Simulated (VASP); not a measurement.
# LiEuH4 (P4/mmm) in VASP: further runs

Runs on LiEuH4. Level: PBE. Tasks: single point.

Program: VASP 6.6.1. These are calculated values, not measurements. Logs are shortened: lines on timing, memory, paths and dates and some standing lists are left out, and cuts for length are marked.

### Step 1. The cell of the first run

It takes space group P4/mmm (No. 123, tetragonal). Conventional cell: a = 4.329 Å, b = 4.329 Å, c = 2.865 Å, α = 90.00°, β = 90.00°, γ = 90.00°. Li (site symmetry 4/mmm) has 8 H at 1.95 Å within 2.6 Å. Eu (site symmetry 4/mmm) has 16 H at 2.73 Å and 2 Eu at 2.87 Å and 4 Li at 3.06 Å within 3.6 Å. Within 2.2 Å of H (site symmetry m2m) lie 3 H at 1.68 to 1.87 Å and 2 Li at 1.95 Å.

The cell was built from a structure type or drawn by symmetry, and may not be a known phase.

### Step 2. Single point, PBE, collinear spin, ferromagnetic start

INCAR reads:

```
SYSTEM = LiEuH4
PREC = Accurate
ENCUT = 520
EDIFF = 1E-6
ISMEAR = 0
SIGMA = 0.1
LREAL = .FALSE.
LASPH = .TRUE.
NELM = 150
ALGO = Normal
ISIF = 2
LWAVE = .FALSE.
LCHARG = .FALSE.
ISPIN = 2
MAGMOM = 0 7 0 0 0 0
LORBIT = 11
LMAXMIX = 6
GGA = PE
NBANDS = 25
```

KPOINTS reads:

```
Automatic mesh
0
G
  4 4 6
  0 0 0
```

POSCAR reads:

```
LiEuH4
1.0
    4.3286701294      0.0000000000      0.0000000000
    0.0000000000      4.3286701294      0.0000000000
    0.0000000000      0.0000000000      2.8651523561
Li Eu H
1 1 4
Direct
    0.0000000000      0.0000000000      0.5000000000
    0.5000000000      0.5000000000      0.5000000000
    0.6941074074      0.0000000000      0.0000000000
    0.3058925926      0.0000000000      0.0000000000
    0.0000000000      0.6941074074      0.0000000000
    0.0000000000      0.3058925926      0.0000000000
```

Potentials or basis: VASP PAW PBE potentials, release 64 (Li_sv, Eu, H).

Launch:

```sh
cat potpaw_PBE.64/Li_sv/POTCAR potpaw_PBE.64/Eu/POTCAR potpaw_PBE.64/H/POTCAR > POTCAR
mpirun -np 1 vasp_std > vasp.out
```

OUTCAR:

```text
SYSTEM = LiEuH4
   PREC = Accurate
   ENCUT = 520
   EDIFF = 1E-6
   ISMEAR = 0
   LREAL = .FALSE.
   LASPH = .TRUE.
   NELM = 150
   ISIF = 2
   ISPIN = 2
   LORBIT = 11
   GGA = PE

 ion  position               nearest neighbor table
   1  0.000  0.000  0.500-   2 3.06   2 3.06   2 3.06   2 3.06
   2  0.500  0.500  0.500-   1 3.06   1 3.06   1 3.06   1 3.06
   3  0.694  0.000  0.000-
   4  0.306  0.000  0.000-
   5  0.000  0.694  0.000-
   6  0.000  0.306  0.000-

  LATTYP: Found a simple tetragonal cell.
 ALAT       =     4.3286701294
 C/A-ratio  =     0.6619012931

  Lattice vectors:

 A1 = (   4.3286701294,   0.0000000000,   0.0000000000)
 A2 = (   0.0000000000,   4.3286701294,   0.0000000000)
 A3 = (   0.0000000000,   0.0000000000,   2.8651523561)

Analysis of symmetry for initial positions (statically):
=====================================================================
 Subroutine PRICEL returns:
 Original cell was already a primitive cell.

 Routine SETGRP: Setting up the symmetry group for a
 simple tetragonal supercell.

 Subroutine GETGRP returns: Found 16 space group operations
 (whereof 16 operations were pure point group operations)
 out of a pool of 16 trial point group operations.

The static configuration has the point symmetry D_4h.

Analysis of symmetry for dynamics (positions and initial velocities):
=====================================================================
 Subroutine PRICEL returns:
 Original cell was already a primitive cell.

 Routine SETGRP: Setting up the symmetry group for a
 simple tetragonal supercell.

 Subroutine GETGRP returns: Found 16 space group operations
 (whereof 16 operations were pure point group operations)
 out of a pool of 16 trial point group operations.

The dynamic configuration has the point symmetry D_4h.

Analysis of structural, dynamic, and magnetic symmetry:
=====================================================================
 Subroutine PRICEL returns:
 Original cell was already a primitive cell.

 Routine SETGRP: Setting up the symmetry group for a
 simple tetragonal supercell.

 Subroutine GETGRP returns: Found 16 space group operations
 (whereof 16 operations were pure point group operations)
 out of a pool of 16 trial point group operations.

The overall configuration has the point symmetry D_4h.

 Subroutine INISYM returns: Found 16 space group operations
 (whereof 16 operations are pure point group operations),
 and found     1 'primitive' translations

----------------------------------------------------------------------------------------

                                     Primitive cell

  volume of cell :      53.6855

  direct lattice vectors                    reciprocal lattice vectors
     4.328670129  0.000000000  0.000000000     0.231017835  0.000000000  0.000000000
     0.000000000  4.328670129  0.000000000     0.000000000  0.231017835  0.000000000
     0.000000000  0.000000000  2.865152356     0.000000000  0.000000000  0.349021579

  length of vectors
     4.328670129  4.328670129  2.865152356     0.231017835  0.231017835  0.349021579

  position of ions in fractional coordinates (direct lattice)
     0.000000000  0.000000000  0.500000000
     0.500000000  0.500000000  0.500000000
     0.694107407  0.000000000  0.000000000
     0.305892593  0.000000000  0.000000000
     0.000000000  0.694107407  0.000000000
     0.000000000  0.305892593  0.000000000

  ion indices of the primitive-cell ions
   primitive index   ion index
                 1           1
                 2           2
                 3           3
                 4           4
                 5           5
                 6           6

[... 27 lines left out ...]
            Coordinates               Weight
  0.000000  0.000000  0.000000      1.000000
  0.250000  0.000000  0.000000      4.000000
  0.500000  0.000000  0.000000      2.000000
  0.250000  0.250000  0.000000      4.000000
  0.500000  0.250000  0.000000      4.000000
  0.500000  0.500000  0.000000      1.000000
[... 16 lines left out ...]
  0.500000  0.250000  0.500000      4.000000
  0.500000  0.500000  0.500000      1.000000
   k-points           NKPTS =     24   k-points in BZ     NKDIM =     24   number of bands    NBANDS=     25
   number of dos      NEDOS =    301   number of ions     NIONS =      6
   total plane-waves  NPLWV =  24576
   dimension x,y,z NGX =    32 NGY =   32 NGZ =   24
   dimension x,y,z NGXF=    64 NGYF=   64 NGZF=   48
   ions per type =               1   1   4
   NGX,Y,Z   is equivalent  to a cutoff of  12.29, 12.29, 13.93 a.u.
   NGXF,Y,Z  is equivalent  to a cutoff of  24.58, 24.58, 27.85 a.u.
 SYSTEM =  LiEuH4
   PREC   = accura    normal or accurate (medium, high low for compatibility)
   ISTART =      0    job   : 0-new  1-cont  2-samecut
   ICHARG =      2    charge: 1-file 2-atom 10-const
   ISPIN  =      2    spin polarized calculation?
   LNONCOLLINEAR =      F non collinear calculations
   LSORBIT =      F    spin-orbit coupling
   LASPH  =      T    aspherical Exc in radial PAW
   ENCUT  =  520.0 eV  38.22 Ry    6.18 a.u.   8.05  8.05  5.33*2*pi/ulx,y,z
   NELM   =    150;   NELMIN=  2; NELMDL= -5     # of ELM steps
   EDIFF  = 0.1E-05   stopping-criterion for ELM
   LREAL  =      F    real-space projection
   EDIFFG = 0.1E-04   stopping-criterion for IOM
   NSW    =      0    number of steps for IOM
   IBRION =     -1    ionic relax: 0-MD 1-quasi-New 2-CG
   NFREE  =      0    steps in history (QN), initial steepest desc. (CG)
   ISIF   =      2    stress and relaxation
   ISYM   =      2    0-nonsym 1-usesym 2-fastsym
   POTIM  = 0.5000    time-step for ionic-motion
   TEBEG  =    0.0;   TEEND  =   0.0 temperature during run
   PSTRESS=    0.0 pullay stress
   NELECT =      24.0000    total number of electrons
   NUPDOWN=      -1.0000    fix difference up-down
   EMIN   =  10.00;   EMAX   =-10.00  energy-range for DOS
   EFERMI =   0.00;   METHOD = LEGACY
   ISMEAR =     0;   SIGMA  =   0.10  broadening in eV -4-tet -1-fermi 0-gaus
   EFERMI_NEDOS =   21; number of points for ismear=-14 and -15
   IALGO  =     38    algorithm
   IMIX   =      4    mixing-type and parameters
     AMIX     =   0.40;   BMIX     =  1.00
     AMIX_MAG =   1.60;   BMIX_MAG =  1.00
  volume/ion in A,a.u.               =       8.95        60.38
  Fermi-wavevector in a.u.,A,eV,Ry     =   1.251775  2.365512 21.319529  1.566941
  Thomas-Fermi vector in A             =   2.385707
   LORBIT       =     11    0 simple, 1 ext, 2 COOP (PROOUT), +10 PAW based schemes
   GGA     = PE    functional components
   LHFCALC =     F    Hartree Fock is set to
   AEXX    =    0.0000 exact exchange contribution
   IVDW    =     0    specifies the selected vdW correction
   LEPSILON=     F    determine dielectric tensor
   LRPA    =     F    only Hartree local field effects (RPA)
 spin polarized calculation
 Gauss-broadening in eV      SIGMA  =   0.10
  energy-cutoff  :      520.00
  volume of cell :       53.69
 maximum number of plane-waves:      1480
   NGX = 17   NGY = 17   NGZ = 11

 number of electron      24.0000000 magnetization       7.0896338

 Free energy of the ion-electron system (eV)
  ---------------------------------------------------
  ext. energy  EPLUGINS =         0.00000000
  ---------------------------------------------------
  free energy    TOTEN  =       -25.99186378 eV

  energy without entropy =      -25.98682236  energy(sigma->0) =      -25.98934307

 E-fermi :   3.5349     XC(G=0):  -9.9932

 val. band max:        3.5110875496   @ k =   0.0000   0.0000   0.3333
 cond. band min:       3.5488879102   @ k =   0.2500   0.2500   0.5000
 fundamental gap:      0.0378003606
 Fermi energy:         3.5349464762

 spin component 1

 k-point     1 :       0.0000    0.0000    0.0000
  band No.  band energies     occupation
      1     -42.9200      1.00000
      2     -38.8027      1.00000
      3     -17.5057      1.00000
      4     -17.5057      1.00000
      5     -16.2359      1.00000
      6      -5.7721      1.00000
[... 637 lines left out ...]
     23       8.2210      0.00000
     24       9.1500      0.00000
 Fermi energy:         3.5349464762

 spin component 2

 k-point     1 :       0.0000    0.0000    0.0000
  band No.  band energies     occupation
      1     -42.9090      1.00000
      2     -35.6732      1.00000
      3     -15.2171      1.00000
      4     -15.2171      1.00000
      5     -13.7314      1.00000
      6      -5.6799      1.00000
[... 637 lines left out ...]
     23       9.3729      0.00000
     24      10.1929      0.00000
 [bands above 24 left out]

------------------------ aborting loop because EDIFF is reached ----------------------------------------

  FORCE on cell =-STRESS in cart. coord.  units (eV):
  Direction    XX          YY          ZZ          XY          YZ          ZX
  --------------------------------------------------------------------------------------
  -------------------------------------------------------------------------------------
  Total       -0.1733073     -0.1733073     -0.0876696      0.0000000      0.0000000      0.0000000
  in kB       -5.1721445     -5.1721445     -2.6163916      0.0000000      0.0000000      0.0000000
  external PRESSURE =      -4.3202269 kB  Pullay stress =       0.0000000 kB

 VOLUME and BASIS-vectors are now :
 -----------------------------------------------------------------------------
  energy-cutoff  :      520.00
  volume of cell :       53.69
      direct lattice vectors                 reciprocal lattice vectors
     4.328670129  0.000000000  0.000000000     0.231017835  0.000000000  0.000000000
     0.000000000  4.328670129  0.000000000     0.000000000  0.231017835  0.000000000
     0.000000000  0.000000000  2.865152356     0.000000000  0.000000000  0.349021579

 POSITION                                       TOTAL-FORCE (eV/Angst)
 -----------------------------------------------------------------------------------
      0.00000      0.00000      1.43258         0.000000      0.000000     -0.000000
      2.16434      2.16434      1.43258         0.000000      0.000000     -0.000000
      3.00456      0.00000      0.00000        -0.001785      0.000000      0.000000
      1.32411      0.00000      0.00000         0.001785      0.000000     -0.000000
      0.00000      3.00456      0.00000         0.000000     -0.001785     -0.000000
      0.00000      1.32411      0.00000        -0.000000      0.001785      0.000000
 -----------------------------------------------------------------------------------
    total drift:                                0.000000     -0.000000     -0.000000

  FREE ENERGIE OF THE ION-ELECTRON SYSTEM (eV)
  ---------------------------------------------------
  free  energy   TOTEN  =       -25.9918637798 eV

  energy  without entropy=      -25.9868223568  energy(sigma->0) =      -25.98934307

 total charge

# of ion       s       p       d       f       tot
--------------------------------------------------
    1        2.026   0.081   0.000   0.000   2.107
    2        2.041   5.714   0.477   6.653  14.885
    3        0.471   0.009   0.000   0.000   0.480
    4        0.471   0.009   0.000   0.000   0.480
    5        0.471   0.009   0.000   0.000   0.480
    6        0.471   0.009   0.000   0.000   0.480
--------------------------------------------------
tot          5.952   5.830   0.477   6.653  18.912

 magnetization (x)

# of ion       s       p       d       f       tot
--------------------------------------------------
    1        0.002   0.003   0.000   0.000   0.005
    2        0.006  -0.109   0.236   6.604   6.736
    3       -0.021   0.001   0.000   0.000  -0.021
    4       -0.021   0.001   0.000   0.000  -0.021
    5       -0.021   0.001   0.000   0.000  -0.021
    6       -0.021   0.001   0.000   0.000  -0.021
--------------------------------------------------
tot         -0.077  -0.104   0.236   6.604   6.658
```

Run time: 2.4 min. Hardware: 1 thread of Intel Xeon 8259CL, shared host; peak memory 0.22 GiB.

Results:

```
Free energy                                           : -25.9919 eV
Net moment                                            : 7.09 μB per cell
Site moments                                          : Li +0.01; Eu +6.74; H -0.02 μB
Valence electrons inside the program's atomic spheres : Li 2.11; Eu 14.88; H 0.48
```

Levels at points of the mesh, in eV from the Fermi level:
Spin up:
| k point | band 14 | band 15 | band 16 | band 17 | band 18 | band 19 |
| --- | --- | --- | --- | --- | --- | --- |
| (0.00, 0.00, 0.00) | -0.89 | -0.85 | -0.65 | -0.65 | 1.51 | 4.81 |
| (0.50, 0.00, 0.00) | -0.90 | -0.88 | -0.83 | 0.20 | 2.31 | 5.24 |
| (0.50, 0.50, 0.00) | -0.91 | -0.88 | -0.82 | 1.85 | 2.98 | 3.31 |
| (0.00, 0.00, 0.50) | -0.92 | -0.84 | -0.84 | -0.39 | 0.92 | 2.26 |
| (0.50, 0.00, 0.50) | -0.84 | -0.71 | -0.50 | 0.08 | 0.12 | 1.57 |
| (0.50, 0.50, 0.50) | -0.87 | -0.87 | 0.71 | 2.57 | 2.57 | 3.49 |
Spin down:
```
           k point  band 7  band 8  band 9  band 10  band 11  band 12
(0.00, 0.00, 0.00)   -4.81   -2.55   -2.55     0.37     2.44     3.26
(0.50, 0.00, 0.00)   -7.25   -3.41   -0.72     0.32     3.22     3.23
(0.50, 0.50, 0.00)   -5.90   -5.90   -0.26     2.86     3.13     3.22
(0.00, 0.00, 0.50)   -2.48   -1.88   -1.88    -0.67     1.72     2.91
(0.50, 0.00, 0.50)   -4.66   -0.79    0.11     0.17     0.39     2.34
(0.50, 0.50, 0.50)   -5.72   -5.37    1.37     2.60     2.60     3.22
```

Caveat: the k points lie up to 0.37 Å⁻¹ apart; the cutoff is under 1.25 times the usual one of these potentials, so pressure, stress and relaxed cells hold a basis-set (Pulay) error; spin-orbit coupling is left out, which moves the levels of the heavy elements; semilocal functionals describe open f shells poorly, which spoils levels, moments and volumes. The state reached can hang on the start; a lower one may exist.

### Step 3. Single point, PBE, collinear spin, ferromagnetic start

This run uses another cell than the first one, of 13.30 Å³/atom.

Changes to INCAR since step 2:

```diff
@@ -12,3 +12,3 @@
 LWAVE = .FALSE.
-LCHARG = .FALSE.
+LCHARG = .TRUE.
 ISPIN = 2
@@ -18,2 +18,4 @@
 GGA = PE
+LELF = .TRUE.
+LVHAR = .TRUE.
 NBANDS = 25
```

KPOINTS reads:

```
regular mesh
0
G
  4 4 6
  0 0 0
```

POSCAR reads:

```
LiEuH4
1.0
    5.0276227900      0.0000000000      0.0000000000
    0.0000000000      5.0276227900      0.0000000000
    0.0000000000      0.0000000000      3.1572146700
Li Eu H
1 1 4
Direct
    0.0000000000      0.0000000000      0.5000000000
    0.5000000000      0.5000000000      0.5000000000
    0.8560044200      0.0000000000      0.0000000000
    0.1439955800      0.0000000000      0.0000000000
    0.0000000000      0.8560044200      0.0000000000
    0.0000000000      0.1439955800      0.0000000000
```

Potentials or basis: VASP PAW PBE potentials, release 64 (Li_sv, Eu, H).

Launch:

```sh
cat potpaw_PBE.64/Li_sv/POTCAR potpaw_PBE.64/Eu/POTCAR potpaw_PBE.64/H/POTCAR > POTCAR
mpirun -np 1 vasp_std > vasp.out
```

Run time: 3.8 min. Hardware: 1 thread of Intel Xeon 8259CL, shared host; peak memory 0.27 GiB.

It converged, with:

```yaml
Free_energy: -23.2546 eV
Largest_force: 3.544 eV/Å
Net_moment: 7.68 μB per cell
Site_moments: Li +0.01; Eu +6.88; H -0.01 μB
Valence_electrons_inside_the_program's_atomic_spheres: Li 2.10; Eu 14.82; H 0.59
```

Forces in eV/Å, atoms in the order of the input:
```
Li   0.000  0.000  0.000
Eu   0.000  0.000  0.000
H   -3.544  0.000  0.000
H    3.544  0.000  0.000
H    0.000 -3.544  0.000
H    0.000  3.544  0.000
```

Levels at points of the mesh, in eV from the Fermi level:
Spin up:
```csv
k point,band 13,band 14,band 15,band 16,band 17,band 18,band 19,band 20
"(0.00, 0.00, 0.00)",-0.66,-0.63,-0.62,-0.62,-0.61,-0.54,1.39,4.84
"(0.50, 0.00, 0.00)",-0.67,-0.66,-0.66,-0.63,0.59,1.65,2.74,2.95
"(0.50, 0.50, 0.00)",-0.68,-0.67,-0.66,-0.62,0.92,1.20,2.35,4.43
"(0.00, 0.00, 0.50)",-0.67,-0.67,-0.63,-0.63,0.91,0.91,1.58,2.44
"(0.50, 0.00, 0.50)",-0.64,-0.63,-0.57,-0.57,-0.11,0.19,1.42,1.62
"(0.50, 0.50, 0.50)",-0.67,-0.65,-0.65,0.67,1.35,1.35,2.29,2.29
```
Spin down:
```tsv
k point	band 4	band 5	band 6	band 7	band 8	band 9	band 10	band 11	band 12	band 13
(0.00, 0.00, 0.00)	-18.62	-17.79	-12.11	-2.84	-2.84	-1.35	0.14	1.01	2.35	3.76
(0.50, 0.00, 0.00)	-18.62	-17.79	-12.02	-4.21	-3.07	0.52	1.19	2.61	3.60	3.69
(0.50, 0.50, 0.00)	-18.64	-17.79	-12.01	-3.57	-3.57	-0.21	1.73	2.34	3.60	3.75
(0.00, 0.00, 0.50)	-18.41	-18.41	-12.25	-1.61	-1.61	-0.19	2.08	2.08	2.61	3.12
(0.50, 0.00, 0.50)	-18.43	-18.41	-12.24	-1.96	-1.32	0.64	0.89	1.26	1.66	2.38
(0.50, 0.50, 0.50)	-18.42	-18.42	-12.21	-2.36	-2.36	1.21	2.39	2.39	2.62	2.62
```

Caveat: the cutoff is under 1.25 times the usual one of these potentials, so pressure, stress and relaxed cells hold a basis-set (Pulay) error; spin-orbit coupling is left out, which moves the levels of the heavy elements; semilocal functionals describe open f shells poorly, which spoils levels, moments and volumes; forces of over 1 eV/Å act on the atoms, so gaps and moduli don't describe the material at rest. The state reached can hang on the start; a lower one may exist.
